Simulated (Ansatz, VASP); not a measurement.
**One calculation of Al2Au, two programs**

```
Au Al
1.0
     0.00000    3.00000    3.00000
     3.00000    0.00000    3.00000
     3.00000    3.00000    0.00000
Au Al
1 2
Direct
  0.00000 0.00000 0.00000
  0.75000 0.75000 0.75000
  0.25000 0.25000 0.25000
```

Alike in both runs: functional PBEsol; k mesh 6 × 6 × 6; occupations fermi-dirac, width 0.05 eV; non-collinear spin, spin-orbit coupling.

|  | VASP | Ansatz |
| --- | --- | --- |
| version | VASP 6.6.1 | Ansatz 0.2.0 |
| potentials or method | VASP PAW PBE potentials, release 64 (Au, Al), cutoff 520 eV | all-electron LAPW, relativistic spinors |
| task | single point | band structure |

|  | VASP | Ansatz | Ansatz less VASP |
| --- | --- | --- | --- |
| pressure (GPa) | -0.5 | -0.6 | -0.09 |
| net moment per atom (μB) | 0.00 | 0.00 | 0.000 |

VASP's potentials were made for PBE, not for PBEsol. Ansatz ran all-electron here, and VASP with PAW potentials.

Noted on Ansatz's run: the k mesh is thin for a metal, which can move the energy by tens of meV per atom.
